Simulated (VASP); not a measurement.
# LiCl (Imm2) in VASP: single point with r2SCAN

Aim: the single point of LiCl with r2SCAN.

Everything below comes from runs of VASP 6.6.1. Logs are shortened: lines on timing, memory, paths and dates and some standing lists are left out, and cuts for length are marked.

**1. The cell of the first run**

Symmetry: Imm2, No. 44, orthorhombic system. The conventional cell has a = 3.627 Å, b = 5.130 Å, c = 3.627 Å, α = 90.00°, β = 90.00°, γ = 90.00°. Li (site symmetry mm2) has 6 Cl at 2.47 to 2.67 Å within 3.3 Å. Within 3.3 Å of Cl (site symmetry mm2) lie 6 Li at 2.47 to 2.67 Å.

**2. Single point, r2SCAN (atom 2 (Cl) moved by (-0.100, -0.100) A along x and y)**

File POSCAR:

```
LiCl
1.0
    0.0000000000      2.5647600000      2.5647600000
    2.5647600000      0.0000000000      2.5647600000
    2.5647600000      2.5647600000      0.0000000000
Li Cl
1 1
Direct
    0.0000000000      0.0000000000      0.0000000000
    0.5000000000      0.5000000000      0.4610099970
```

File INCAR.step1:

```
SYSTEM = LiCl
PREC = Accurate
ENCUT = 520
ISMEAR = 0
SIGMA = 0.05
LREAL = .False.
LASPH = .True.
NELM = 100
NBANDS = 12
GGA = PE
ALGO = Normal
EDIFF = 1E-4
LWAVE = .True.
LCHARG = .False.
```

File INCAR.step2:

```
SYSTEM = LiCl
PREC = Accurate
ENCUT = 520
EDIFF = 1E-6
ISMEAR = 0
SIGMA = 0.05
LREAL = .False.
LASPH = .True.
NELM = 100
ALGO = Normal
ISIF = 2
LWAVE = .False.
LCHARG = .False.
METAGGA = R2SCAN
LMIXTAU = .True.
NBANDS = 12
ISTART = 1
```

File KPOINTS:

```
regular mesh
0
Gamma
  8 8 8
  0 0 0
```

Potentials or basis: VASP PAW PBE potentials, release 64 (Li_sv, Cl).

Command:

```
> cat potpaw_PBE.64/Li_sv/POTCAR potpaw_PBE.64/Cl/POTCAR > POTCAR
> cp INCAR.step1 INCAR
> mpirun -np 1 vasp_std > vasp.out
> cp INCAR.step2 INCAR
> mpirun -np 1 vasp_std > vasp.out
```

OUTCAR:

```text
SYSTEM = LiCl
   PREC = Accurate
   ENCUT = 520
   EDIFF = 1E-6
   ISMEAR = 0
   LREAL = .False.
   LASPH = .True.
   NELM = 100
   ISIF = 2
   METAGGA = R2SCAN
   ISTART = 1

 ion  position               nearest neighbor table
   1  0.000  0.000  0.000-   2 2.47   2 2.47   2 2.57   2 2.57
   2  0.500  0.500  0.461-   1 2.47   1 2.47   1 2.57   1 2.57

  LATTYP: Found a face centered cubic cell.
 ALAT       =     5.1295200000

  Lattice vectors:

 A1 = (   0.0000000000,   2.5647600000,   2.5647600000)
 A2 = (   2.5647600000,   0.0000000000,   2.5647600000)
 A3 = (   2.5647600000,   2.5647600000,   0.0000000000)

Analysis of symmetry for initial positions (statically):
=====================================================================
 Subroutine PRICEL returns:
 Original cell was already a primitive cell.

 Routine SETGRP: Setting up the symmetry group for a
 face centered cubic supercell.

 Subroutine GETGRP returns: Found  4 space group operations
 (whereof  4 operations were pure point group operations)
 out of a pool of 48 trial point group operations.

The static configuration has the point symmetry C_2v.

Analysis of symmetry for dynamics (positions and initial velocities):
=====================================================================
 Subroutine PRICEL returns:
 Original cell was already a primitive cell.

 Routine SETGRP: Setting up the symmetry group for a
 face centered cubic supercell.

 Subroutine GETGRP returns: Found  4 space group operations
 (whereof  4 operations were pure point group operations)
 out of a pool of 48 trial point group operations.

The dynamic configuration has the point symmetry C_2v.

 Subroutine INISYM returns: Found  4 space group operations
 (whereof  4 operations are pure point group operations),
 and found     1 'primitive' translations

----------------------------------------------------------------------------------------

                                     Primitive cell

  volume of cell :      33.7420

  direct lattice vectors                    reciprocal lattice vectors
     0.000000000  2.564760000  2.564760000    -0.194950015  0.194950015  0.194950015
     2.564760000  0.000000000  2.564760000     0.194950015 -0.194950015  0.194950015
     2.564760000  2.564760000  0.000000000     0.194950015  0.194950015 -0.194950015

  length of vectors
     3.627118376  3.627118376  3.627118376     0.337663331  0.337663331  0.337663331

  position of ions in fractional coordinates (direct lattice)
     0.000000000  0.000000000  0.000000000
     0.500000000  0.500000000  0.461009997

  ion indices of the primitive-cell ions
   primitive index   ion index
                 1           1
                 2           2

----------------------------------------------------------------------------------------

 KPOINTS: regular mesh

Automatic generation of k-mesh.
 Grid dimensions read from file:
 generate k-points for:    8    8    8

 Generating k-lattice:

  Cartesian coordinates                     Fractional coordinates (reciprocal lattice)
    -0.024368752  0.024368752  0.024368752     0.125000000  0.000000000  0.000000000
     0.024368752 -0.024368752  0.024368752     0.000000000  0.125000000  0.000000000
     0.024368752  0.024368752 -0.024368752     0.000000000  0.000000000  0.125000000

  Length of vectors
     0.042207916  0.042207916  0.042207916

  Shift w.r.t. Gamma in fractional coordinates (k-lattice)
     0.000000000  0.000000000  0.000000000

 Subroutine IBZKPT returns following result:
 ===========================================

 Found     95 irreducible k-points:

 Following reciprocal coordinates:
            Coordinates               Weight
  0.000000  0.000000  0.000000      1.000000
  0.125000  0.000000  0.000000      4.000000
  0.000000  0.000000  0.125000      4.000000
  0.250000  0.000000  0.000000      4.000000
  0.000000  0.000000  0.250000      4.000000
  0.375000  0.000000  0.000000      4.000000
[... 16 lines left out ...]
  0.125000  0.125000 -0.375000      4.000000
 -0.375000  0.125000  0.000000      4.000000
 [... further k-points ...]
   k-points           NKPTS =     95   k-points in BZ     NKDIM =     95   number of bands    NBANDS=     12
   number of dos      NEDOS =    301   number of ions     NIONS =      2
   total plane-waves  NPLWV =  21952
   dimension x,y,z NGX =    28 NGY =   28 NGZ =   28
   dimension x,y,z NGXF=    56 NGYF=   56 NGZF=   56
   ions per type =               1   1
   NGX,Y,Z   is equivalent  to a cutoff of  12.83, 12.83, 12.83 a.u.
   NGXF,Y,Z  is equivalent  to a cutoff of  25.67, 25.67, 25.67 a.u.
 SYSTEM =  LiCl
   PREC   = accura    normal or accurate (medium, high low for compatibility)
   ISTART =      1    job   : 0-new  1-cont  2-samecut
   ICHARG =      0    charge: 1-file 2-atom 10-const
   ISPIN  =      1    spin polarized calculation?
   LNONCOLLINEAR =      F non collinear calculations
   LSORBIT =      F    spin-orbit coupling
   LASPH  =      T    aspherical Exc in radial PAW
   ENCUT  =  520.0 eV  38.22 Ry    6.18 a.u.   6.74  6.74  6.74*2*pi/ulx,y,z
   NELM   =    100;   NELMIN=  2; NELMDL=  0     # of ELM steps
   EDIFF  = 0.1E-05   stopping-criterion for ELM
   LREAL  =      F    real-space projection
   EDIFFG = 0.1E-04   stopping-criterion for IOM
   NSW    =      0    number of steps for IOM
   IBRION =     -1    ionic relax: 0-MD 1-quasi-New 2-CG
   NFREE  =      0    steps in history (QN), initial steepest desc. (CG)
   ISIF   =      2    stress and relaxation
   ISYM   =      2    0-nonsym 1-usesym 2-fastsym
   POTIM  = 0.5000    time-step for ionic-motion
   TEBEG  =    0.0;   TEEND  =   0.0 temperature during run
   PSTRESS=    0.0 pullay stress
   NELECT =      10.0000    total number of electrons
   NUPDOWN=      -1.0000    fix difference up-down
   EMIN   =  10.00;   EMAX   =-10.00  energy-range for DOS
   EFERMI =   0.00;   METHOD = LEGACY
   ISMEAR =     0;   SIGMA  =   0.05  broadening in eV -4-tet -1-fermi 0-gaus
   EFERMI_NEDOS =   21; number of points for ismear=-14 and -15
   IALGO  =     38    algorithm
   IMIX   =      4    mixing-type and parameters
     AMIX     =   0.40;   BMIX     =  1.00
     AMIX_MAG =   1.60;   BMIX_MAG =  1.00
  volume/ion in A,a.u.               =      16.87       113.85
  Fermi-wavevector in a.u.,A,eV,Ry     =   1.091486  2.062609 16.209183  1.191341
  Thomas-Fermi vector in A             =   2.227732
   LORBIT       =      0    0 simple, 1 ext, 2 COOP (PROOUT), +10 PAW based schemes
   METAGGA = R2SCAN    functional components
   LHFCALC =     F    Hartree Fock is set to
   AEXX    =    0.0000 exact exchange contribution
   IVDW    =     0    specifies the selected vdW correction
   LEPSILON=     F    determine dielectric tensor
   LRPA    =     F    only Hartree local field effects (RPA)
 non-spin polarized calculation
 Gauss-broadening in eV      SIGMA  =   0.05
  energy-cutoff  :      520.00
  volume of cell :       33.74
 maximum number of plane-waves:       934
   NGX = 13   NGY = 13   NGZ = 13

 number of electron      10.0000005 magnetization

 Free energy of the ion-electron system (eV)
  ---------------------------------------------------
  ext. energy  EPLUGINS =         0.00000000
  ---------------------------------------------------
  free energy    TOTEN  =       -12.57948449 eV

  energy without entropy =      -12.57948449  energy(sigma->0) =      -12.57948449

 E-fermi :   0.4999     XC(G=0):  -9.1590

 val. band max:        0.1900609554   @ k =   0.0000   0.0000   0.0000
 cond. band min:       7.4765914664   @ k =   0.0000   0.0000   0.0000
 fundamental gap:      7.2865305110
 Fermi energy:         0.4998984970

 k-point     1 :       0.0000    0.0000    0.0000
  band No.  band energies     occupation
      1     -44.6136      2.00000
      2     -13.7999      2.00000
      3       0.1642      2.00000
      4       0.1900      2.00000
      5       0.1901      2.00000
      6       7.4766      0.00000
      7      12.7646      0.00000
      8      12.7810      0.00000
      9      12.8452      0.00000
     10      15.3051      0.00000
     11      15.4838      0.00000
     12      16.1551      0.00000

 k-point     2 :       0.1250    0.0000    0.0000
  band No.  band energies     occupation
      1     -44.6133      2.00000
      2     -13.7229      2.00000
      3      -0.3446      2.00000
      4       0.1369      2.00000
      5       0.1454      2.00000
      6       7.9177      0.00000
      7      12.0882      0.00000
      8      12.7897      0.00000
      9      12.8228      0.00000
     10      14.1695      0.00000
     11      14.2132      0.00000
     12      16.3917      0.00000

 k-point     3 :       0.0000    0.0000    0.1250
  band No.  band energies     occupation
      1     -44.6133      2.00000
      2     -13.7226      2.00000
      3      -0.3303      2.00000
      4       0.1202      2.00000
      5       0.1459      2.00000
      6       7.9276      0.00000
      7      12.0647      0.00000
      8      12.7502      0.00000
      9      12.8223      0.00000
     10      14.1434      0.00000
     11      14.2437      0.00000
     12      16.5182      0.00000
[... 286 lines left out ...]
 k-point    23 :       0.1250    0.1250   -0.3750
  band No.  band energies     occupation
      1     -44.6110      2.00000
      2     -13.1842      2.00000
      3      -2.5262      2.00000
      4      -0.4811      2.00000
      5      -0.2526      2.00000
      6       8.3643      0.00000
      7      10.3985      0.00000
      8      11.0272      0.00000
      9      13.5512      0.00000
     10      17.0448      0.00000
     11      18.3129      0.00000
     12      19.4956      0.00000

 k-point    24 :      -0.3750    0.1250    0.0000
  band No.  band energies     occupation
      1     -44.6111      2.00000
      2     -13.2191      2.00000
      3      -2.4067      2.00000
      4      -0.5826      2.00000
      5      -0.1060      2.00000
      6       8.4167      0.00000
      7      10.5318      0.00000
      8      11.0526      0.00000
      9      13.4163      0.00000
     10      16.5083      0.00000
     11      18.0529      0.00000
     12      18.9401      0.00000

 [... further k-points ...]

------------------------ aborting loop because EDIFF is reached ----------------------------------------

  FORCE on cell =-STRESS in cart. coord.  units (eV):
  Direction    XX          YY          ZZ          XY          YZ          ZX
  --------------------------------------------------------------------------------------
  -------------------------------------------------------------------------------------
  Total       -0.0888437     -0.0888437     -0.1891979     -0.0050863      0.0000000      0.0000000
  in kB       -4.2185888     -4.2185888     -8.9837302     -0.2415135      0.0000000      0.0000000
  external PRESSURE =      -5.8069693 kB  Pullay stress =       0.0000000 kB

 VOLUME and BASIS-vectors are now :
 -----------------------------------------------------------------------------
  energy-cutoff  :      520.00
  volume of cell :       33.74
      direct lattice vectors                 reciprocal lattice vectors
     0.000000000  2.564760000  2.564760000    -0.194950015  0.194950015  0.194950015
     2.564760000  0.000000000  2.564760000     0.194950015 -0.194950015  0.194950015
     2.564760000  2.564760000  0.000000000     0.194950015  0.194950015 -0.194950015

 POSITION                                       TOTAL-FORCE (eV/Angst)
 -----------------------------------------------------------------------------------
      0.00000      0.00000      0.00000        -0.070324     -0.070324     -0.000000
      2.46476      2.46476      2.56476         0.070324      0.070324      0.000000
 -----------------------------------------------------------------------------------
    total drift:                                0.011541      0.011541      0.000000

  FREE ENERGIE OF THE ION-ELECTRON SYSTEM (eV)
  ---------------------------------------------------
  free  energy   TOTEN  =       -12.5794844949 eV

  energy  without entropy=      -12.5794844949  energy(sigma->0) =      -12.57948449
```

Wall time 2.7 min (1 thread of Intel Xeon 8259CL, shared host); peak memory 0.18 GiB.

What came out:

```yaml
Free_energy: -12.5795 eV
Largest_force: 0.099 eV/Å
Band_gap_on_the_k_mesh: 7.29 eV
```

Forces in eV/Å, atoms in the order of the input:
```
Li  -0.070 -0.070  0.000
Cl   0.070  0.070  0.000
```

Caveat: the cell differs from its parent crystal (atom 2 (Cl) moved by (-0.100, -0.100) A along x and y); the cutoff is under 1.25 times the usual one of these potentials, so pressure, stress and relaxed cells hold a basis-set (Pulay) error; the PAW data sets were made with another functional, which shifts forces and pressure a little. A k mesh can miss the band edges.
